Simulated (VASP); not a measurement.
HfC:

```
Hf C
1.0
     0.00000    2.32500    2.32500
     2.32500    0.00000    2.32500
     2.32500    2.32500    0.00000
Hf C
1 1
Direct
  0.50000 0.50000 0.50000
  0.00000 0.00000 0.00000
```

Base run:

```yaml
Program: VASP 6.6.1
Functional: PBE
Potentials_or_basis: VASP PAW PBE potentials, release 64 (Hf_pv, C)
Cutoff: 600 eV
k_mesh: 11 × 11 × 11
Occupations: methfessel-paxton, width 0.15 eV
Spin: no spin polarisation
```

Its results: band gap on the k mesh zero (bands 7 and 8 overlap by 1.43 eV); pressure -0.5 GPa.

Problem. The run is repeated on the same cell with these changes: functional from PBE to r2SCAN; cutoff from 600 eV to 660 eV. What comes out?

Solution. Band gap on the k mesh zero (bands 7 and 8 overlap by 1.48 eV); pressure -2.6 GPa.

Caveats: spin-orbit coupling is left out, which moves the levels of the heavy elements; the PAW data sets were made with another functional, which shifts forces and pressure a little (at least some runs).
